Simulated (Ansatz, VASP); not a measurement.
Ni: VASP beside Ansatz

```xyz
1
Lattice="2.4516 0.0000 0.0000 1.2258 2.1232 0.0000 1.2258 0.7077 2.0018" Properties=species:S:1:pos:R:3 pbc="T T T"
Ni    0.0000    0.0000    0.0000
```

Alike in both runs: functional r2SCAN; dispersion rVV10; k mesh 14 × 14 × 14; collinear spin.

Ansatz relaxed the structure, and its values are those at the end. VASP's run is a single point on that final structure, the one shown.

|  | VASP | Ansatz |
| --- | --- | --- |
| version | VASP 6.6.1 | Ansatz 0.2.0 |
| potentials or method | VASP PAW PBE potentials, release 64 (Ni) | plane waves, PAW |
| plane-wave cutoff (eV) | 520 | 500 |
| occupations | methfessel-paxton of order 1, width 0.1 eV | cold |
| valence electrons in the cell | 10 | 18 |

```tsv
	VASP	Ansatz	Ansatz less VASP
pressure (GPa)	0.8	0.0	-0.80
net moment per atom (μB)	0.75	0.76	+0.008
size of the moment on the site where the two differ most (μB)	0.77	0.83	+0.057
```

VASP's potentials were made for PBE, not for r2SCAN. Site moments also hang on the region over which each program counts them. VASP's potentials hold 10 valence electrons a cell and Ansatz's 18, so a difference there can come from the potentials and not from the codes.
